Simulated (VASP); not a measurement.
# Al (I4/mmm) in VASP: further runs

Runs on Al. Level: r2SCAN. Tasks: single point.

Program: VASP 6.6.1. These are calculated values, not measurements. Logs are shortened: lines on timing, memory, paths and dates and some standing lists are left out, and cuts for length are marked.

### 1 The cell of the first run

The structure is tetragonal, space group I4/mmm (No. 139). The conventional cell has a = 3.151 Å, b = 3.151 Å, c = 3.182 Å, α = 90.00°, β = 90.00°, γ = 90.00°. Al (site symmetry 4/mmm) has 14 Al at 2.74 to 3.18 Å within 3.6 Å.

### 2 Single point, r2SCAN (strain -0.0100 x Voigt [1, 1, 0, 0, 0, 0])

Contents of POSCAR:

```
Al
1.0
   -1.5753065031      1.5753065031      1.5912186900
    1.5753065031     -1.5753065031      1.5912186900
    1.5753065031      1.5753065031     -1.5912186900
Al
1
Direct
    0.0000000000      0.0000000000      0.0000000000
```

Contents of INCAR.step1:

```
SYSTEM = Al
ALGO     = Normal         ! electronic algorithm
EDIFF    = 1E-4           ! SCF threshold, eV
ENCUT    = 520            ! plane-wave cutoff, eV
GGA      = PE             ! functional
ISMEAR   = 0              ! smearing method
LASPH    = .TRUE.         ! aspherical terms in the spheres
LCHARG   = .FALSE.        ! write CHGCAR
LREAL    = .FALSE.        ! projectors in reciprocal space
LWAVE    = .TRUE.         ! write WAVECAR
NBANDS   = 8              ! bands
NELM     = 100            ! most SCF steps
PREC     = Accurate       ! precision mode
SIGMA    = 0.15           ! smearing width, eV
```

Contents of INCAR.step2:

```
SYSTEM = Al
ALGO     = Normal         ! electronic algorithm
EDIFF    = 1E-7           ! SCF threshold, eV
ENCUT    = 520            ! plane-wave cutoff, eV
ISIF     = 2              ! what is computed and relaxed
ISMEAR   = 0              ! smearing method
ISTART   = 1            
LASPH    = .TRUE.         ! aspherical terms in the spheres
LCHARG   = .TRUE.         ! write CHGCAR
LELF     = .TRUE.         ! ELF
LMIXTAU  = .TRUE.       
LREAL    = .FALSE.        ! projectors in reciprocal space
LVHAR    = .TRUE.       
LWAVE    = .FALSE.        ! write WAVECAR
METAGGA  = R2SCAN         ! meta-GGA
NBANDS   = 8              ! bands
NELM     = 100            ! most SCF steps
PREC     = Accurate       ! precision mode
SIGMA    = 0.15           ! smearing width, eV
```

Contents of KPOINTS:

```
k-points
0
G
  20 20 20
  0 0 0
```

Potentials or basis: VASP PAW PBE potentials, release 64 (Al).

On the command line:

```console
cat potpaw_PBE.64/Al/POTCAR > POTCAR
cp INCAR.step1 INCAR
mpirun -np 1 vasp_std > vasp.out
cp INCAR.step2 INCAR
mpirun -np 1 vasp_std > vasp.out
```

OUTCAR:

```text
SYSTEM = Al
   EDIFF = 1E-7
   ENCUT = 520
   ISIF = 2
   ISMEAR = 0
   ISTART = 1
   LASPH = .TRUE.
   LREAL = .FALSE.
   METAGGA = R2SCAN
   NELM = 100
   PREC = Accurate

 ion  position               nearest neighbor table
   1  0.000  0.000  0.000-

  LATTYP: Found a body centered tetragonal cell.
 ALAT       =     3.1506130062
 C/A-ratio  =     1.0101010101

  Lattice vectors:

 A1 = (  -1.5753065031,   1.5753065031,   1.5912186900)
 A2 = (   1.5753065031,  -1.5753065031,   1.5912186900)
 A3 = (   1.5753065031,   1.5753065031,  -1.5912186900)

Analysis of symmetry for initial positions (statically):
=====================================================================
 Subroutine PRICEL returns:
 Original cell was already a primitive cell.

 Routine SETGRP: Setting up the symmetry group for a
 body centered tetragonal supercell.

 Subroutine GETGRP returns: Found 16 space group operations
 (whereof 16 operations were pure point group operations)
 out of a pool of 16 trial point group operations.

The static configuration has the point symmetry D_4h.

Analysis of symmetry for dynamics (positions and initial velocities):
=====================================================================
 Subroutine PRICEL returns:
 Original cell was already a primitive cell.

 Routine SETGRP: Setting up the symmetry group for a
 body centered tetragonal supercell.

 Subroutine GETGRP returns: Found 16 space group operations
 (whereof 16 operations were pure point group operations)
 out of a pool of 16 trial point group operations.

The dynamic configuration has the point symmetry D_4h.

 Subroutine INISYM returns: Found 16 space group operations
 (whereof 16 operations are pure point group operations),
 and found     1 'primitive' translations

----------------------------------------------------------------------------------------

                                     Primitive cell

  volume of cell :      15.7950

  direct lattice vectors                    reciprocal lattice vectors
    -1.575306503  1.575306503  1.591218690     0.000000000  0.317398550  0.314224565
     1.575306503 -1.575306503  1.591218690     0.317398550  0.000000000  0.314224565
     1.575306503  1.575306503 -1.591218690     0.317398550  0.317398550  0.000000000

  length of vectors
     2.737728635  2.737728635  2.737728635     0.446630627  0.446630627  0.448869334

  position of ions in fractional coordinates (direct lattice)
     0.000000000  0.000000000  0.000000000

  ion indices of the primitive-cell ions
   primitive index   ion index
                 1           1

----------------------------------------------------------------------------------------

 KPOINTS: k-points

Automatic generation of k-mesh.
 Grid dimensions read from file:
 generate k-points for:   20   20   20

 Generating k-lattice:

  Cartesian coordinates                     Fractional coordinates (reciprocal lattice)
     0.000000000  0.015869928  0.015711228     0.050000000 -0.000000000  0.000000000
     0.015869928  0.000000000  0.015711228    -0.000000000  0.050000000  0.000000000
     0.015869928  0.015869928  0.000000000     0.000000000  0.000000000  0.050000000

  Length of vectors
     0.022331531  0.022331531  0.022443467

  Shift w.r.t. Gamma in fractional coordinates (k-lattice)
     0.000000000  0.000000000  0.000000000

 Subroutine IBZKPT returns following result:
 ===========================================

 Found    641 irreducible k-points:

 Following reciprocal coordinates:
            Coordinates               Weight
  0.000000  0.000000  0.000000      1.000000
  0.050000  0.000000 -0.000000      8.000000
  0.100000 -0.000000  0.000000      8.000000
  0.150000  0.000000  0.000000      8.000000
  0.200000 -0.000000  0.000000      8.000000
  0.250000 -0.000000  0.000000      8.000000
[... 16 lines left out ...]
 -0.400000  0.050000  0.000000     16.000000
 -0.350000  0.050000 -0.000000     16.000000
 [... further k-points ...]
   k-points           NKPTS =    641   k-points in BZ     NKDIM =    641   number of bands    NBANDS=      8
   number of dos      NEDOS =    301   number of ions     NIONS =      1
   total plane-waves  NPLWV =   8000
   dimension x,y,z NGX =    20 NGY =   20 NGZ =   20
   dimension x,y,z NGXF=    40 NGYF=   40 NGZF=   40
   ions per type =               1
   NGX,Y,Z   is equivalent  to a cutoff of  12.14, 12.14, 12.14 a.u.
   NGXF,Y,Z  is equivalent  to a cutoff of  24.29, 24.29, 24.29 a.u.
 SYSTEM =  Al
   PREC   = accura    normal or accurate (medium, high low for compatibility)
   ISTART =      1    job   : 0-new  1-cont  2-samecut
   ICHARG =      0    charge: 1-file 2-atom 10-const
   ISPIN  =      1    spin polarized calculation?
   LNONCOLLINEAR =      F non collinear calculations
   LSORBIT =      F    spin-orbit coupling
   LASPH  =      T    aspherical Exc in radial PAW
   ENCUT  =  520.0 eV  38.22 Ry    6.18 a.u.   5.09  5.09  5.09*2*pi/ulx,y,z
   NELM   =    100;   NELMIN=  2; NELMDL=  0     # of ELM steps
   EDIFF  = 0.1E-06   stopping-criterion for ELM
   LREAL  =      F    real-space projection
   EDIFFG = 0.1E-05   stopping-criterion for IOM
   NSW    =      0    number of steps for IOM
   IBRION =     -1    ionic relax: 0-MD 1-quasi-New 2-CG
   NFREE  =      0    steps in history (QN), initial steepest desc. (CG)
   ISIF   =      2    stress and relaxation
   ISYM   =      2    0-nonsym 1-usesym 2-fastsym
   POTIM  = 0.5000    time-step for ionic-motion
   TEBEG  =    0.0;   TEEND  =   0.0 temperature during run
   PSTRESS=    0.0 pullay stress
   NELECT =       3.0000    total number of electrons
   NUPDOWN=      -1.0000    fix difference up-down
   EMIN   =  10.00;   EMAX   =-10.00  energy-range for DOS
   EFERMI =   0.00;   METHOD = LEGACY
   ISMEAR =     0;   SIGMA  =   0.15  broadening in eV -4-tet -1-fermi 0-gaus
   EFERMI_NEDOS =   21; number of points for ismear=-14 and -15
   IALGO  =     38    algorithm
   IMIX   =      4    mixing-type and parameters
     AMIX     =   0.40;   BMIX     =  1.00
     AMIX_MAG =   1.60;   BMIX_MAG =  1.00
  volume/ion in A,a.u.               =      15.80       106.59
  Fermi-wavevector in a.u.,A,eV,Ry     =   0.941041  1.778310 12.048752  0.885558
  Thomas-Fermi vector in A             =   2.068513
   LORBIT       =      0    0 simple, 1 ext, 2 COOP (PROOUT), +10 PAW based schemes
   METAGGA = R2SCAN    functional components
   LHFCALC =     F    Hartree Fock is set to
   AEXX    =    0.0000 exact exchange contribution
   IVDW    =     0    specifies the selected vdW correction
   LEPSILON=     F    determine dielectric tensor
   LRPA    =     F    only Hartree local field effects (RPA)
 non-spin polarized calculation
 Gauss-broadening in eV      SIGMA  =   0.15
  energy-cutoff  :      520.00
  volume of cell :       15.80
 maximum number of plane-waves:       438
   NGX = 11   NGY = 11   NGZ = 11

 number of electron       3.0000000 magnetization

 Free energy of the ion-electron system (eV)
  ---------------------------------------------------
  ext. energy  EPLUGINS =         0.00000000
  ---------------------------------------------------
  free energy    TOTEN  =        -6.62398988 eV

  energy without entropy =       -6.61867597  energy(sigma->0) =       -6.62133292

 E-fermi :   8.4992     XC(G=0): -11.0835

 val. band max:        8.4983592834   @ k =  -0.3000   0.5000   0.0500
 cond. band min:       8.5002084838   @ k =  -0.2000  -0.4000   0.2000
 fundamental gap:      0.0018492003
 Fermi energy:         8.4992163834

 k-point     1 :       0.0000    0.0000    0.0000
  band No.  band energies     occupation
      1      -3.6772      2.00000
      2      22.7202      0.00000
      3      22.7202      0.00000
      4      22.9774      0.00000
      5      25.0266      0.00000
      6      25.1388      0.00000
      7      25.1388      0.00000
      8      25.9486      0.00000

 k-point     2 :       0.0500    0.0000   -0.0000
  band No.  band energies     occupation
      1      -3.5988      2.00000
      2      21.7833      0.00000
      3      22.2942      0.00000
      4      22.5771      0.00000
      5      24.6032      0.00000
      6      25.1813      0.00000
      7      25.5086      0.00000
      8      25.7525      0.00000

 k-point     3 :       0.1000   -0.0000    0.0000
  band No.  band energies     occupation
      1      -3.3636      2.00000
      2      19.7919      0.00000
      3      21.4560      0.00000
      4      21.7730      0.00000
      5      23.7084      0.00000
      6      24.5440      0.00000
      7      25.8462      0.00000
      8      26.4606      0.00000

 k-point     4 :       0.1500    0.0000    0.0000
  band No.  band energies     occupation
      1      -2.9725      2.00000
      2      17.5468      0.00000
      3      20.6065      0.00000
      4      20.8709      0.00000
      5      22.7903      0.00000
      6      23.8852      0.00000
      7      26.3849      0.00000
      8      26.7639      0.00000

 k-point     5 :       0.2000   -0.0000    0.0000
  band No.  band energies     occupation
      1      -2.4269      2.00000
      2      15.3005      0.00000
      3      19.8326      0.00000
      4      20.0155      0.00000
      5      21.9500      0.00000
      6      23.2640      0.00000
      7      27.0107      0.00000
      8      27.2000      0.00000
[... 177 lines left out ...]
 k-point    22 :      -0.4500    0.0500   -0.0000
  band No.  band energies     occupation
      1       1.9338      2.00000
      2       6.4821      2.00000
      3      16.4019      0.00000
      4      17.8757      0.00000
      5      20.2222      0.00000
      6      22.0789      0.00000
      7      29.4105      0.00000
      8      31.9135      0.00000

 k-point    23 :      -0.4000    0.0500    0.0000
  band No.  band energies     occupation
      1       0.7300      2.00000
      2       8.2307      1.98864
      3      16.6953      0.00000
      4      18.1187      0.00000
      5      20.5062      0.00000
      6      22.3039      0.00000
      7      28.5065      0.00000
      8      31.1287      0.00000

 k-point    24 :      -0.3500    0.0500   -0.0000
  band No.  band energies     occupation
      1      -0.3375      2.00000
      2      10.1140      0.00000
      3      17.1268      0.00000
      4      18.4889      0.00000
      5      20.9244      0.00000
      6      22.6328      0.00000
      7      27.6696      0.00000
      8      30.2037      0.00000

 [... further k-points ...]

------------------------ aborting loop because EDIFF is reached ----------------------------------------

  FORCE on cell =-STRESS in cart. coord.  units (eV):
  Direction    XX          YY          ZZ          XY          YZ          ZX
  --------------------------------------------------------------------------------------
  -------------------------------------------------------------------------------------
  Total        0.1630584      0.1630584      0.2407340      0.0000000     -0.0000000      0.0000000
  in kB       16.5399354     16.5399354     24.4190047      0.0000000     -0.0000000      0.0000000
  external PRESSURE =      19.1662918 kB  Pullay stress =       0.0000000 kB

 VOLUME and BASIS-vectors are now :
 -----------------------------------------------------------------------------
  energy-cutoff  :      520.00
  volume of cell :       15.80
      direct lattice vectors                 reciprocal lattice vectors
    -1.575306503  1.575306503  1.591218690     0.000000000  0.317398550  0.314224565
     1.575306503 -1.575306503  1.591218690     0.317398550  0.000000000  0.314224565
     1.575306503  1.575306503 -1.591218690     0.317398550  0.317398550  0.000000000

 POSITION                                       TOTAL-FORCE (eV/Angst)
 -----------------------------------------------------------------------------------
      0.00000      0.00000      0.00000        -0.000000     -0.000000      0.000000
 -----------------------------------------------------------------------------------
    total drift:                                0.000000     -0.000000     -0.000000

  FREE ENERGIE OF THE ION-ELECTRON SYSTEM (eV)
  ---------------------------------------------------
  free  energy   TOTEN  =        -6.6239898752 eV

  energy  without entropy=       -6.6186759697  energy(sigma->0) =       -6.62133292
```

It took 4 min on 1 thread of AMD EPYC 7R43 (Zen 3), shared host; peak memory 0.14 GiB.

Results:

| Quantity | Value |
| --- | --- |
| Free energy | -6.6240 eV |
| Pressure | 1.9 GPa |

Caveat: the cell differs from its parent crystal (strain -0.0100 x Voigt [1, 1, 0, 0, 0, 0]); the PAW data sets were made with another functional, which shifts forces and pressure a little.

### 3 Single point, r2SCAN (strain -0.0050 x Voigt [1, 1, 0, 0, 0, 0])

Contents of POSCAR:

```
Al
1.0
   -1.5832625966      1.5832625966      1.5912186900
    1.5832625966     -1.5832625966      1.5912186900
    1.5832625966      1.5832625966     -1.5912186900
Al
1
Direct
    0.0000000000      0.0000000000      0.0000000000
```

Contents of INCAR.step1:

```
PREC = Accurate
ENCUT = 520
ISMEAR = 0
SIGMA = 0.15
LREAL = F
LASPH = T
NELM = 100
NBANDS = 8
GGA = PE
ALGO = Normal
EDIFF = 1E-4
LWAVE = T
LCHARG = F
```

Contents of INCAR.step2:

```
PREC = Accurate
ENCUT = 520
EDIFF = 1E-6
ISMEAR = 0
SIGMA = 0.15
LREAL = F
LASPH = T
NELM = 100
ALGO = Normal
ISIF = 2
LWAVE = F
LCHARG = F
METAGGA = R2SCAN
LMIXTAU = T
NBANDS = 8
ISTART = 1
```

Contents of KPOINTS:

```
regular mesh
0
Gamma
  20 20 20
```

Potentials or basis: VASP PAW PBE potentials, release 64 (Al).

On the command line:

```console
cat potpaw_PBE.64/Al/POTCAR > POTCAR
cp INCAR.step1 INCAR
mpirun -np 1 vasp_std > vasp.out
cp INCAR.step2 INCAR
mpirun -np 1 vasp_std > vasp.out
```

OUTCAR:

```text
PREC = Accurate
   ENCUT = 520
   EDIFF = 1E-6
   ISMEAR = 0
   LREAL = F
   LASPH = T
   NELM = 100
   ISIF = 2
   METAGGA = R2SCAN
   ISTART = 1

 ion  position               nearest neighbor table
   1  0.000  0.000  0.000-

  LATTYP: Found a body centered tetragonal cell.
 ALAT       =     3.1665251932
 C/A-ratio  =     1.0050251256

  Lattice vectors:

 A1 = (  -1.5832625966,   1.5832625966,   1.5912186900)
[... 441 lines left out ...]
      5      20.6797      0.00000
      6      22.4298      0.00000
      7      27.5441      0.00000
      8      29.9426      0.00000

 [... further k-points ...]

------------------------ aborting loop because EDIFF is reached ----------------------------------------

  FORCE on cell =-STRESS in cart. coord.  units (eV):
  Direction    XX          YY          ZZ          XY          YZ          ZX
  --------------------------------------------------------------------------------------
  -------------------------------------------------------------------------------------
  Total        0.0891173      0.0891173      0.1279072      0.0000000     -0.0000000      0.0000000
  in kB        8.9490504      8.9490504     12.8442850      0.0000000     -0.0000000      0.0000000
  external PRESSURE =      10.2474620 kB  Pullay stress =       0.0000000 kB

 VOLUME and BASIS-vectors are now :
 -----------------------------------------------------------------------------
  energy-cutoff  :      520.00
  volume of cell :       15.95
      direct lattice vectors                 reciprocal lattice vectors
    -1.583262597  1.583262597  1.591218690     0.000000000  0.315803582  0.314224565
     1.583262597 -1.583262597  1.591218690     0.315803582  0.000000000  0.314224565
     1.583262597  1.583262597 -1.591218690     0.315803582  0.315803582  0.000000000

 POSITION                                       TOTAL-FORCE (eV/Angst)
 -----------------------------------------------------------------------------------
      0.00000      0.00000      0.00000        -0.000000      0.000000      0.000000
 -----------------------------------------------------------------------------------
    total drift:                                0.000000     -0.000000     -0.000000

  FREE ENERGIE OF THE ION-ELECTRON SYSTEM (eV)
  ---------------------------------------------------
  free  energy   TOTEN  =        -6.6252315288 eV

  energy  without entropy=       -6.6198662490  energy(sigma->0) =       -6.62254889
```

OUTCAR.step1:

```text
PREC = Accurate
   ENCUT = 520
   ISMEAR = 0
   LREAL = F
   LASPH = T
[... 480 lines left out ...]

 POSITION                                       TOTAL-FORCE (eV/Angst)
 -----------------------------------------------------------------------------------
      0.00000      0.00000      0.00000         0.000000      0.000000      0.000000
 -----------------------------------------------------------------------------------
    total drift:                                0.000000     -0.000000     -0.000000

  FREE ENERGIE OF THE ION-ELECTRON SYSTEM (eV)
  ---------------------------------------------------
  free  energy   TOTEN  =        -3.6386774153 eV

  energy  without entropy=       -3.6335105249  energy(sigma->0) =       -3.63609397
```

OSZICAR.step1:

```text
N       E                     dE             d eps       ncg     rms          rms(c)
DAV:   1    -0.220310290815E+01   -0.22031E+01   -0.88199E+02 10296   0.207E+02
DAV:   2    -0.365667989473E+01   -0.14536E+01   -0.14007E+01 14432   0.189E+01
DAV:   3    -0.366402914893E+01   -0.73493E-02   -0.73450E-02 12520   0.149E+00
DAV:   4    -0.366404750525E+01   -0.18356E-04   -0.18356E-04 15072   0.683E-02
DAV:   5    -0.366404755976E+01   -0.54512E-07   -0.54943E-07 12848   0.262E-03    0.131E+00
DAV:   6    -0.364908766231E+01    0.14960E-01   -0.18510E-03 11264   0.194E-01    0.752E-01
DAV:   7    -0.363868337223E+01    0.10404E-01   -0.55390E-03 11280   0.315E-01    0.146E-01
DAV:   8    -0.363867741526E+01    0.59570E-05   -0.20301E-05 12912   0.311E-02
   1 F= -.36386774E+01 E0= -.36360940E+01  d E =-.516689E-02
```

Wall time 3.9 min (1 thread of AMD EPYC 7R43 (Zen 3), shared host); peak memory 0.14 GiB.

What came out:

| Item | Value |
| --- | --- |
| Free energy | -6.6252 eV |
| Pressure | 1.0 GPa |

Stress tensor (GPa, compression positive):
```
0.89 0.00 0.00
0.00 0.89 0.00
0.00 0.00 1.28
```

Caveat: the cell differs from its parent crystal (strain -0.0050 x Voigt [1, 1, 0, 0, 0, 0]); the PAW data sets were made with another functional, which shifts forces and pressure a little.

(Continued in part 2 of 2.)
